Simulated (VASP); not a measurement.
# Nb: single point with PBE

Nb:

```
CELL_PARAMETERS angstrom
0.00000 2.10639 2.10639
2.10639 0.00000 2.10639
2.10639 2.10639 0.00000
ATOMIC_POSITIONS crystal
Nb 0.00000 0.00000 0.00000
```

| Property | Result |
| --- | --- |
| Program | VASP 6.6.1 |
| Task | single point |
| Functional | PBE |
| Potentials or basis | VASP PAW PBE potentials, release 64 (Nb_sv) |
| Cutoff | 500 eV |
| k mesh | 7 × 7 × 7 |
| Occupations | fermi-dirac, width 0.1 eV |
| Spin | no spin polarisation |

```json
{
  "Pressure": "-0.3 GPa"
}
```

Levels at points of the mesh, in eV from the Fermi level:
| k point | band 4 | band 5 | band 6 | band 7 | band 8 | band 9 |
| --- | --- | --- | --- | --- | --- | --- |
| (0.00, 0.00, 0.00) | -30.22 | -6.29 | 0.05 | 0.05 | 0.05 | 2.66 |

Run time: 6 s on 1 thread of Intel Xeon 6975P-C (shared host), peak memory 0.14 GiB.

Caveat: the k points lie up to 0.37 Å⁻¹ apart.
